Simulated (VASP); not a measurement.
Set up this calculation in VASP 6.6.1, as the native input.

| Item | Value |
| --- | --- |
| Task | single point |
| Functional | r2SCAN |
| Potentials or basis | VASP PAW PBE potentials, release 64 (Ga_d, P) |
| Cutoff | 520 eV |
| k mesh | 8 × 8 × 8 |
| Occupations | gaussian, width 0.02 eV |
| Spin | no spin polarisation |
| Dipole correction | no |
| Further INCAR settings | ALGO = Normal; EDIFF = 1e-07; NBANDS = 16 |

The system is GaP.

```
CELL_PARAMETERS angstrom
0.00000 2.66962 2.66962
2.66962 0.00000 2.66962
2.66962 2.66962 0.00000
ATOMIC_POSITIONS crystal
Ga 0.00000 0.00000 0.00000
P 0.25000 0.25000 0.25000
```

This cell differs from its parent crystal: volume scaled by 0.94.

One way to write it, as run:

POSCAR

```
GaP
1.0
    0.0000000000      2.6696170428      2.6696170428
    2.6696170428      0.0000000000      2.6696170428
    2.6696170428      2.6696170428      0.0000000000
Ga P
1 1
Direct
    0.0000000000      0.0000000000      0.0000000000
    0.2500000000      0.2500000000      0.2500000000
```

INCAR.step1

```
ALGO = Normal ; EDIFF = 1E-4
ENCUT = 520 ; GGA = PE
ISMEAR = 0 ; LASPH = T
LCHARG = F ; LREAL = F
LWAVE = T ; NBANDS = 16
NELM = 60 ; PREC = Accurate
SIGMA = 0.02
```

INCAR.step2

```
ALGO = Normal ; EDIFF = 1E-7
ENCUT = 520 ; ISIF = 2
ISMEAR = 0 ; ISTART = 1
LASPH = T ; LCHARG = F
LMIXTAU = T ; LREAL = F
LWAVE = F ; METAGGA = R2SCAN
NBANDS = 16 ; NELM = 60
PREC = Accurate ; SIGMA = 0.02
```

KPOINTS

```
k-points
0
Gamma
  8 8 8
```

Potentials or basis: VASP PAW PBE potentials, release 64 (Ga_d, P).

Command:

```bash
$ cat potpaw_PBE.64/Ga_d/POTCAR potpaw_PBE.64/P/POTCAR > POTCAR
$ cp INCAR.step1 INCAR
$ mpirun -np 1 vasp_std > vasp.out
$ cp INCAR.step2 INCAR
$ mpirun -np 1 vasp_std > vasp.out
```

It gave:

```json
{"Pressure": "6.2 GPa", "Band gap on the k mesh": "1.78 eV, indirect (least direct gap 2.90 eV)"}
```

Caveat: the PAW data sets were made with another functional, which shifts forces and pressure a little.

It took 43 s on 1 thread of Intel(R) Xeon(R) 6975P-C (Granite Rapids) (shared host), peak memory 0.17 GiB.
